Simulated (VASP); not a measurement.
Input of a VASP 6.6.1 run:

INCAR

```
SYSTEM = V
  ALGO = Normal
  EDIFF = 1E-8
  ENCUT = 520
  GGA = PS
  ISIF = 2
  ISMEAR = -1
  ISPIN = 2
  LASPH = .TRUE.
  LCHARG = .FALSE.
  LEFG = .TRUE.
  LMAXMIX = 4
  LORBIT = 11
  LREAL = .FALSE.
  LWAVE = .FALSE.
  MAGMOM = 1.5
  NBANDS = 16
  NELM = 150
  PREC = Accurate
  SIGMA = 0.03
```

Contents of KPOINTS:

```
k-points
0
G
  19 19 19
  0 0 0
```

The input POSCAR:

```
V
1.0
   -1.4676100000      1.4676100000      1.5130000000
    1.4676100000     -1.4676100000      1.5130000000
    1.4676100000      1.4676100000     -1.5130000000
V
1
Direct
    0.0000000000      0.0000000000      0.0000000000
```

Potentials or basis: VASP PAW PBE potentials, release 64 (V_sv).

Run with:

```console
$ cat potpaw_PBE.64/V_sv/POTCAR > POTCAR
$ mpirun -np 1 vasp_std > vasp.out
```

**Question.** Predict the pressure.

**Answer.** -1.1 GPa.

**Question.** Estimate the net moment.

**Answer.** 0.00 μB per cell.

Stress tensor (GPa, compression positive):
```
 0.46  0.00  0.00
 0.00  0.46  0.00
 0.00  0.00 -4.23
```

Caveat: the cell differs from its parent crystal (equal xx and yy strain of -3 %); without QUAD_EFG the Cq values of the log hold for a quadrupole moment of 1 mb, not for the nuclei; the PAW data sets were made with another functional, which shifts forces and pressure a little.
